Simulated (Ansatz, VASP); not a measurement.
**Two plane-wave programs on TePb**

The input POSCAR:

```
TePb
1.0
    0.0000000000      3.2011275770      3.2011275770
    3.2011275770      0.0000000000      3.2011275770
    3.2011275770      3.2011275770      0.0000000000
Pb Te
1 1
Direct
    0.0000000000      0.0000000000      0.0000000000
    0.5000000000      0.5000000000      0.5000000000
```

Contents of INCAR.step1:

```
  ALGO = Normal
  EDIFF = 1E-4
  ENCUT = 520
  GGA = PE
  ISMEAR = 0
  LASPH = True
  LCHARG = False
  LREAL = False
  LWAVE = True
  NBANDS = 17
  NELM = 100
  PREC = Accurate
  SIGMA = 0.01
```

INCAR.step2

```
  ALGO = Normal
  EDIFF = 1E-6
  ENCUT = 520
  ISIF = 2
  ISMEAR = 0
  ISTART = 1
  LASPH = True
  LCHARG = True
  LELF = True
  LMIXTAU = True
  LREAL = False
  LVHAR = True
  LWAVE = False
  METAGGA = R2SCAN
  NBANDS = 17
  NELM = 100
  PREC = Accurate
  SIGMA = 0.01
```

The input KPOINTS:

```
k-points
0
Gamma
  6 6 6
```

Input for Ansatz:

```yaml
crystal:
  lattice:
    - [0.0, 3.201127577, 3.201127577]
    - [3.201127577, 0.0, 3.201127577]
    - [3.201127577, 3.201127577, 0.0]
  atoms:
    - { symbol: Pb, position: [0.0, 0.0, 0.0] }
    - { symbol: Te, position: [0.5, 0.5, 0.5] }
kpoints:
  mp_grid: { grid: [6, 6, 6] }
hamiltonian:
  xc: r2scan
scf:
  occupations: { method: fixed }
  n_extra_bands: 4
output:
  forces: true
  stress: true
  eigenvalues: true
```

Alike in both runs: task single point; functional r2SCAN; k mesh 6 × 6 × 6; no spin polarisation.

|  | VASP | Ansatz |
| --- | --- | --- |
| version | VASP 6.6.1 | Ansatz 0.2.0 |
| potentials or method | VASP PAW PBE potentials, release 64 (Pb_d, Te) | plane waves, PAW |
| plane-wave cutoff (eV) | 520 | 500 |
| occupations | gaussian, width 0.01 eV | fixed |
| valence electrons in the cell | 20 | 30 |

|  | VASP | Ansatz | Ansatz less VASP |
| --- | --- | --- | --- |
| gap on the k mesh at the Fermi level (eV) | 0.95 | 0.95 | -0.004 |
| pressure (GPa) | 3.0 | 3.0 | 0.00 |

VASP's potentials were made for PBE, not for r2SCAN. VASP's potentials hold 20 valence electrons a cell and Ansatz's 30, so a difference there can come from the potentials and not from the codes.

Spin-orbit coupling is off throughout.
